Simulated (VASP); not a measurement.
A run of VASP 6.6.1 is set up as follows.

The input INCAR:

```
  PREC = Accurate
  ENCUT = 520
  EDIFF = 1E-6
  ISMEAR = 0
  SIGMA = 0.1
  LREAL = False
  LASPH = True
  NELM = 100
  ALGO = Fast
  ISIF = 2
  LWAVE = False
  LCHARG = True
  GGA = PE
  LELF = True
  LVHAR = True
  NBANDS = 42
```

The input KPOINTS:

```
regular mesh
0
Gamma
  12 12 2
```

POSCAR

```
La
1.0
    3.7458268777      0.0000000000      0.0000000000
   -1.8729134389      3.2439812343      0.0000000000
    0.0000000000      0.0000000000     18.2414566463
La
6
Direct
    0.6666666667      0.3333333333      0.9179508149
    0.0000000000      0.0000000000      0.2500000000
    0.6666666667      0.3333333333      0.5820491851
    0.3333333333      0.6666666667      0.4179508149
    0.0000000000      0.0000000000      0.7500000000
    0.3333333333      0.6666666667      0.0820491851
```

Potentials or basis: VASP PAW PBE potentials, release 64 (La).

Command:

```console
$ cat potpaw_PBE.64/La/POTCAR > POTCAR
$ mpirun -np 1 vasp_std > vasp.out
```

(1) Predict the pressure.

(2) Predict the band gap on the k mesh.

Answers

(1) 0.1 GPa.

(2) zero (bands 33 and 34 overlap by 1.34 eV).

Caveat: spin-orbit coupling is left out, which moves the levels of the heavy elements.
